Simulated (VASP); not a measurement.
A run of VASP 6.6.1:

File INCAR:

```
SYSTEM = AlN
ALGO = Normal
EDIFF = 1E-7
ENCUT = 520
GGA = CA
ISIF = 2
ISMEAR = 0
LASPH = .TRUE.
LCHARG = .TRUE.
LELF = .TRUE.
LREAL = .FALSE.
LVHAR = .TRUE.
LWAVE = .FALSE.
NBANDS = 16
NELM = 80
PREC = Accurate
SIGMA = 0.05
```

The input KPOINTS:

```
k-points
0
G
  9 9 6
  0 0 0
```

POSCAR

```
AlN
1.0
    3.3030490248      0.0000000000      0.0000000000
   -1.6515245124      2.8605243654      0.0000000000
    0.0000000000      0.0000000000      4.1347231278
Al N
2 2
Direct
    0.3333333333      0.6666666667      0.7609379390
    0.6666666667      0.3333333333      0.2609379390
    0.3333333333      0.6666666667      0.2289303619
    0.6666666667      0.3333333333      0.7289303619
```

Potentials or basis: VASP PAW LDA potentials, release 64 (Al, N).

Run with:

```bash
$ cat potpaw_LDA.64/Al/POTCAR potpaw_LDA.64/N/POTCAR > POTCAR
$ mpirun -np 1 vasp_std > vasp.out
```

Hardware: 1 thread of Intel(R) Xeon(R) 6975P-C (Granite Rapids) (shared host).

Task: How long does it take, and how much memory?

Result: It took 13 s on 1 thread of Intel(R) Xeon(R) 6975P-C (Granite Rapids), with other jobs on the host, peak memory 0.15 GiB. Counts: scf iterations 14, k points 48.
